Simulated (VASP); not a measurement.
# KCl (Fm-3m) in VASP: a series of runs, part 2 of 2

VASP 6.6.1.

## 3. Single point, r2SCAN (equal strain along all axes, cell held: -3.0 %)

The input, POSCAR:

```
KCl
1.0
    3.0501574912      3.0501574912      0.0000000000
   -3.0501574912      3.0501574912      0.0000000000
    0.0000000000      0.0000000000      6.1003149824
K Cl
2 2
Direct
    0.0000000000      0.0000000000      0.0000000000
    0.5000000000      0.5000000000      0.5000000000
    0.5000000000      0.5000000000      0.0000000000
    0.0000000000      0.0000000000      0.5000000000
```

The input, INCAR.step1:

```
ALGO = Normal
EDIFF = 1E-4
ENCUT = 520
GGA = PE
ISMEAR = 0
LASPH = T
LCHARG = F
LREAL = F
LWAVE = T
NBANDS = 24
NELM = 100
PREC = Accurate
SIGMA = 0.02
```

The input, INCAR.step2:

```
ALGO = Normal
EDIFF = 1E-6
ENCUT = 520
ISIF = 2
ISMEAR = 0
ISTART = 1
LASPH = T
LCHARG = F
LMIXTAU = T
LREAL = F
LWAVE = F
METAGGA = R2SCAN
NBANDS = 24
NELM = 100
PREC = Accurate
SIGMA = 0.02
```

The input, KPOINTS:

```
k-points
0
Gamma
  6 6 4
```

Potentials or basis: VASP PAW PBE potentials, release 64 (K_sv, Cl).

Launch:

```sh
> cat potpaw_PBE.64/K_sv/POTCAR potpaw_PBE.64/Cl/POTCAR > POTCAR
> cp INCAR.step1 INCAR
> mpirun -np 1 vasp_std > vasp.out
> cp INCAR.step2 INCAR
> mpirun -np 1 vasp_std > vasp.out
```

Run time: 87 s. Hardware: 1 thread of Intel Xeon 6975P-C (Granite Rapids), shared host; peak memory 0.25 GiB.

It converged, with:

```
Free energy            : -32.9385 eV
Pressure               : 2.2 GPa
Band gap on the k mesh : 6.18 eV
```

Levels at points of the mesh, in eV from the valence-band top:
| k point | band 12 | band 13 | band 14 | band 15 | band 16 | band 17 | band 18 | band 19 | band 20 | band 21 |
| --- | --- | --- | --- | --- | --- | --- | --- | --- | --- | --- |
| (0.00, 0.00, 0.00) | -0.24 | -0.24 | 0.00 | 0.00 | 0.00 | 6.18 | 6.93 | 9.06 | 9.06 | 9.06 |
| (0.50, 0.00, 0.00) | -0.95 | -0.39 | -0.39 | -0.37 | -0.37 | 8.67 | 8.67 | 8.82 | 8.82 | 10.66 |
| (0.50, 0.50, 0.00) | -0.73 | -0.24 | -0.24 | -0.24 | -0.24 | 6.93 | 6.93 | 9.66 | 9.66 | 11.27 |
| (0.00, 0.00, 0.50) | -0.74 | -0.15 | -0.15 | -0.15 | -0.15 | 7.74 | 7.74 | 7.75 | 7.75 | 10.65 |
| (0.50, 0.00, 0.50) | -1.22 | -0.40 | -0.40 | -0.40 | -0.40 | 8.40 | 8.40 | 9.61 | 9.61 | 11.62 |
| (0.50, 0.50, 0.50) | -0.58 | -0.53 | -0.53 | -0.53 | -0.53 | 8.72 | 8.72 | 8.72 | 8.72 | 10.80 |

Caveat: the cell differs from its parent crystal (equal strain along all axes, cell held: -3.0 %); the PAW data sets were made with another functional, which shifts forces and pressure a little. A k mesh can miss the band edges.

## 4. Single point, r2SCAN

This run uses another cell than the first one: it holds 4 atoms, not 2.

POSCAR is that of step 3.

The input, INCAR.step1:

```
SYSTEM = KCl
PREC = Accurate
ENCUT = 520
ISMEAR = 0
SIGMA = 0.02
LREAL = .False.
LASPH = .True.
NELM = 80
NBANDS = 24
GGA = PE
ALGO = Normal
EDIFF = 1E-4
LWAVE = .True.
LCHARG = .False.
```

The input, INCAR.step2:

```
SYSTEM = KCl
PREC = Accurate
ENCUT = 520
EDIFF = 1E-6
ISMEAR = 0
SIGMA = 0.02
LREAL = .False.
LASPH = .True.
NELM = 80
ALGO = Normal
ISIF = 2
LWAVE = .False.
LCHARG = .False.
METAGGA = R2SCAN
LMIXTAU = .True.
NBANDS = 24
ISTART = 1
```

The input, KPOINTS:

```
regular mesh
0
Gamma
  6 6 4
  0 0 0
```

Launch:

```sh
> cat potpaw_PBE.64/K_sv/POTCAR potpaw_PBE.64/Cl/POTCAR > POTCAR
> cp INCAR.step1 INCAR
> mpirun -np 1 vasp_std > vasp.out
> cp INCAR.step2 INCAR
> mpirun -np 1 vasp_std > vasp.out
```

Run time: 87 s. Hardware: 1 thread of Intel Xeon 6975P-C (Granite Rapids), shared host; peak memory 0.25 GiB.

It converged, with:

```yaml
Free_energy: -32.9385 eV
Pressure: 2.2 GPa
Band_gap_on_the_k_mesh: 6.18 eV
```

Levels at points of the mesh, in eV from the valence-band top:
```
           k point  band 13  band 14  band 15  band 16  band 17  band 18  band 19  band 20
(0.00, 0.00, 0.00)    -0.24     0.00     0.00     0.00     6.18     6.93     9.06     9.06
(0.50, 0.00, 0.00)    -0.39    -0.39    -0.37    -0.37     8.67     8.67     8.82     8.82
(0.50, 0.50, 0.00)    -0.24    -0.24    -0.24    -0.24     6.93     6.93     9.66     9.66
(0.00, 0.00, 0.50)    -0.15    -0.15    -0.15    -0.15     7.74     7.74     7.75     7.75
(0.50, 0.00, 0.50)    -0.40    -0.40    -0.40    -0.40     8.40     8.40     9.61     9.61
(0.50, 0.50, 0.50)    -0.53    -0.53    -0.53    -0.53     8.72     8.72     8.72     8.72
```

Caveat: the PAW data sets were made with another functional, which shifts forces and pressure a little.

## 5. Single point, r2SCAN (equal strain along all axes, cell held: -2.0 %)

The input, POSCAR:

```
KCl
1.0
    3.0816024138      3.0816024138      0.0000000000
   -3.0816024138      3.0816024138      0.0000000000
    0.0000000000      0.0000000000      6.1632048276
K Cl
2 2
Direct
    0.0000000000      0.0000000000      0.0000000000
    0.5000000000      0.5000000000      0.5000000000
    0.5000000000      0.5000000000      0.0000000000
    0.0000000000      0.0000000000      0.5000000000
```

The input, INCAR.step1:

```
PREC = Accurate ; ENCUT = 520
ISMEAR = 0 ; SIGMA = 0.02
LREAL = False ; LASPH = True
NELM = 80 ; NBANDS = 24
GGA = PE ; ALGO = Normal
EDIFF = 1E-4 ; LWAVE = True
LCHARG = False
```

The input, INCAR.step2:

```
PREC = Accurate ; ENCUT = 520
EDIFF = 1E-6 ; ISMEAR = 0
SIGMA = 0.02 ; LREAL = False
LASPH = True ; NELM = 80
ALGO = Normal ; ISIF = 2
LWAVE = False ; LCHARG = True
METAGGA = R2SCAN ; LMIXTAU = True
LELF = True ; LVHAR = True
NBANDS = 24 ; ISTART = 1
```

The input, KPOINTS:

```
Automatic mesh
0
Gamma
  6 6 4
```

Potentials or basis: VASP PAW PBE potentials, release 64 (K_sv, Cl).

Launch:

```sh
> cat potpaw_PBE.64/K_sv/POTCAR potpaw_PBE.64/Cl/POTCAR > POTCAR
> cp INCAR.step1 INCAR
> mpirun -np 1 vasp_std > vasp.out
> cp INCAR.step2 INCAR
> mpirun -np 1 vasp_std > vasp.out
```

OUTCAR:

```text
PREC = Accurate
   ENCUT = 520
   EDIFF = 1E-6
   ISMEAR = 0
   LREAL = False
   LASPH = True
   NELM = 80
   ISIF = 2
   METAGGA = R2SCAN
   ISTART = 1

 ion  position               nearest neighbor table
   1  0.000  0.000  0.000-   3 3.08   4 3.08   4 3.08   3 3.08   3 3.08   3 3.08
   2  0.500  0.500  0.500-   3 3.08   4 3.08   3 3.08   4 3.08   4 3.08   4 3.08
   3  0.500  0.500  0.000-   1 3.08   2 3.08   2 3.08   1 3.08   1 3.08   1 3.08
   4  0.000  0.000  0.500-   1 3.08   2 3.08   1 3.08   2 3.08   2 3.08   2 3.08

[... 864 lines left out ...]
  Direction    XX          YY          ZZ          XY          YZ          ZX
  --------------------------------------------------------------------------------------
  -------------------------------------------------------------------------------------
  Total        1.0099180      1.0099180      1.0105778      0.0000000     -0.0000000     -0.0000000
  in kB       13.8231464     13.8231464     13.8321770      0.0000000     -0.0000000     -0.0000000
  external PRESSURE =      13.8261566 kB  Pullay stress =       0.0000000 kB

 VOLUME and BASIS-vectors are now :
 -----------------------------------------------------------------------------
  energy-cutoff  :      520.00
  volume of cell :      117.05
      direct lattice vectors                 reciprocal lattice vectors
     3.081602414  3.081602414  0.000000000     0.162253248  0.162253248  0.000000000
    -3.081602414  3.081602414  0.000000000    -0.162253248  0.162253248  0.000000000
     0.000000000  0.000000000  6.163204828     0.000000000  0.000000000  0.162253248

 POSITION                                       TOTAL-FORCE (eV/Angst)
 -----------------------------------------------------------------------------------
      0.00000      0.00000      0.00000        -0.000000      0.000000     -0.000000
      0.00000      3.08160      3.08160        -0.000000     -0.000000     -0.000000
      0.00000      3.08160      0.00000         0.000000      0.000000      0.000000
      0.00000      0.00000      3.08160         0.000000     -0.000000     -0.000000
 -----------------------------------------------------------------------------------
    total drift:                                0.000000     -0.000000     -0.000000

  FREE ENERGIE OF THE ION-ELECTRON SYSTEM (eV)
  ---------------------------------------------------
  free  energy   TOTEN  =       -32.9799783951 eV

  energy  without entropy=      -32.9799783951  energy(sigma->0) =      -32.97997840
```

It took 1.7 min on 1 thread of Intel Xeon 6975P-C (Granite Rapids), shared host; peak memory 0.26 GiB.

Results:

* Free energy: -32.9800 eV
* Pressure: 1.4 GPa
* Band gap on the k mesh: 6.06 eV

Caveat: the cell differs from its parent crystal (equal strain along all axes, cell held: -2.0 %); the PAW data sets were made with another functional, which shifts forces and pressure a little. A k mesh can miss the band edges.

## 6. The runs side by side

```tsv
cell	k mesh	smearing	gap on the mesh (eV)	pressure (GPa)
a = 4.443 Å, angles 60.0°, 2 atoms, atomic positions A	6 × 6 × 6	gaussian 0.1 eV	5.85	0.1
a = 4.314, b = 4.314, c = 6.100 Å, 4 atoms, atomic positions B	6 × 6 × 4	gaussian 0.02 eV	6.18	2.2
a = 4.358, b = 4.358, c = 6.163 Å, 4 atoms, atomic positions B	6 × 6 × 4	gaussian 0.02 eV	6.06	1.4
```

Alike in all rows: task single point; level r2SCAN; potentials or basis VASP PAW PBE potentials, release 64 (K_sv, Cl); no spin polarisation; cutoff (eV) 520.

Caveats: the PAW data sets were made with another functional, which shifts forces and pressure a little.

Total energies depend on the potentials used, so only differences within one code and one set of settings carry meaning.
